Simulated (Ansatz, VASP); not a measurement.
# KFeAs2: VASP beside Ansatz

The input INCAR:

```
SYSTEM = KFeAs2
PREC     = Accurate       ! precision mode
ENCUT    = 520            ! plane-wave cutoff, eV
EDIFF    = 1E-6           ! SCF threshold, eV
ISMEAR   = -1             ! smearing method
SIGMA    = 0.05           ! smearing width, eV
LREAL    = .False.        ! projectors in reciprocal space
LASPH    = .True.         ! aspherical terms in the spheres
NELM     = 150            ! most SCF steps
ALGO     = Normal         ! electronic algorithm
ISIF     = 2              ! what is computed and relaxed
LWAVE    = .False.        ! write WAVECAR
LCHARG   = .True.         ! write CHGCAR
ISPIN    = 2              ! spin polarisation
MAGMOM   = 0 0 3 0        ! initial moments
LORBIT   = 11             ! projections on sites
LMAXMIX  = 4              ! l up to which the mixer works
GGA      = PE             ! functional
LELF     = .True.         ! ELF
LVHAR    = .True.       
NBANDS   = 26             ! bands
```

KPOINTS

```
regular mesh
0
Gamma
  9 9 9
  0 0 0
```

POSCAR

```
KFeAs2
1.0
   -1.9670765391      1.9670765391      6.3401786555
    1.9670765391     -1.9670765391      6.3401786555
    1.9670765391      1.9670765391     -6.3401786555
As Fe K
2 1 1
Direct
    0.3307380000      0.3307380000      0.0000000000
    0.6692620000      0.6692620000      0.0000000000
    0.2500000000      0.7500000000      0.5000000000
    0.0000000000      0.0000000000      0.0000000000
```

input.yaml

```yaml
crystal:
  lattice:
    - [-1.9670765391, 1.9670765391, 6.3401786555]
    - [1.9670765391, -1.9670765391, 6.3401786555]
    - [1.9670765391, 1.9670765391, -6.3401786555]
  atoms:
    - { symbol: As, position: [0.330738, 0.330738, 0.0] }
    - { symbol: As, position: [0.669262, 0.669262, 0.0] }
    - { symbol: Fe, position: [0.25, 0.75, 0.5], spin: 3.0 }
    - { symbol: K, position: [0.0, 0.0, 0.0] }
hamiltonian:
  xc: pbe
  pseudopotentials: { kind: paw }
magnetization:
  spin_polarized: true
kpoints:
  mp_grid: { grid: [9, 9, 9] }
scf:
  occupations: { method: fermi_dirac, width: 0.05 }
output:
  forces: true
  stress: true
  eigenvalues: true
  write_density: true
  write_potential: true
  elf: true
  volumetric_format: npy
```

Alike in both runs: task single point; functional PBE; k mesh 9 × 9 × 9; occupations fermi-dirac, width 0.05 eV; collinear spin.

```csv
,VASP,Ansatz
version,VASP 6.6.1,Ansatz 0.2.0
potentials or method,"VASP PAW PBE potentials, release 64 (As, Fe, K_sv)",Ansatz PAW
plane-wave cutoff (eV),520,420
valence electrons in the cell,27,55
```

|  | VASP | Ansatz | Ansatz less VASP |
| --- | --- | --- | --- |
| gap on the k mesh at the Fermi level (eV) | none | none | - |
| pressure (GPa) | 1.4 | 1.3 | -0.03 |
| traceless stress, the component that is largest in VASP (GPa) | -0.41 | -0.37 | +0.035 |
| rms of the force components (eV/Å) | 0.085 | 0.087 | +0.0017 |
| net moment per atom (μB) | 0.14 | 0.15 | +0.003 |
| size of the moment on the site where the two differ most (μB) | 0.60 | 0.58 | -0.028 |

Site moments also hang on the region over which each program counts them. Atom by atom the forces differ by 0.002 eV/Å (rms over components). A gap of «none» marks a metal or a gap that the smearing closes. The functional is the same, so the differences come from potentials, cutoffs and numerics. VASP's potentials hold 27 valence electrons a cell and Ansatz's 55, so a difference there can come from the potentials and not from the codes.
